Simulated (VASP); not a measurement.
Here is a VASP 6.6.1 calculation.

Contents of INCAR:

```
PREC = Accurate
ENCUT = 520
EDIFF = 1E-6
ISMEAR = 0
SIGMA = 0.05
LREAL = Auto
LASPH = True
NELM = 100
ALGO = Normal
ISIF = 2
LWAVE = False
LCHARG = False
GGA = PE
NBANDS = 80
NELECT = 128.0
```

Contents of KPOINTS:

```
Automatic mesh
0
Gamma
  4 4 4
```

File POSCAR:

```
Li4Nb4O11
1.0
    5.2231019317      0.0000000000      0.0000000000
    0.0000000000      3.0155593063     -4.5984613597
    0.0000000000      6.0311186126      4.5984613597
Li Nb O
4 4 11
Direct
    0.0000000000      0.5000000000      0.2500000000
    0.5000000000      0.0000000000      0.7500000000
    0.0000000000      0.5000000000      0.7500000000
    0.5000000000      0.0000000000      0.2500000000
    0.5000000000      0.5000000000      0.5000000000
    0.0000000000      0.0000000000      0.0000000000
    0.0000000000      0.0000000000      0.5000000000
    0.5000000000      0.5000000000      0.0000000000
    0.8803293659      0.0000000000      0.2500000000
    0.3803293659      0.5000000000      0.7500000000
    0.8098353170      0.6901646830      0.9401646830
    0.8098353170      0.3098353170      0.5598353170
    0.3098353170      0.8098353170      0.0598353170
    0.1196706341      0.0000000000      0.7500000000
    0.6196706341      0.5000000000      0.2500000000
    0.6901646830      0.8098353170      0.5598353170
    0.1901646830      0.3098353170      0.0598353170
    0.3330553926      0.8565010669      0.4401646830
    0.6901646830      0.1901646830      0.9401646830
```

Potentials or basis: VASP PAW PBE potentials, release 64 (Li_sv, Nb_sv, O).

Command:

```console
$ cat potpaw_PBE.64/Li_sv/POTCAR potpaw_PBE.64/Nb_sv/POTCAR potpaw_PBE.64/O/POTCAR > POTCAR
$ mpirun -np 1 vasp_std > vasp.out
```

Question: Estimate the largest force.

Answer: 5.677 eV/Å.

Forces in eV/Å, atoms in the order of the input:
```
Li  -0.476 -0.876 -0.753
Li  -0.031  0.375  0.441
Li  -0.256  0.695  0.456
Li   0.293 -1.021 -0.212
Nb   3.991  3.004 -2.697
Nb  -0.065 -0.555 -0.084
Nb  -1.780 -0.265  2.357
Nb   0.352  0.121 -0.150
O    0.579  1.482  1.047
O   -0.329 -2.892 -1.649
O   -0.267  0.034  0.098
O   -0.621  0.011 -1.445
O   -0.004 -0.271  0.206
O   -0.307 -0.884 -1.047
O   -0.914  1.465  2.160
O    3.429 -0.353  1.294
O    0.110  0.500  0.190
O   -3.616 -0.785  0.027
O   -0.089  0.214 -0.239
```

Caveat: the cell carries a net charge on a neutralising background, which shifts energy and pressure; the cell differs from its parent crystal (atom 18 moved 0.375 of the way to it and +0.525 Å across, host rigid).
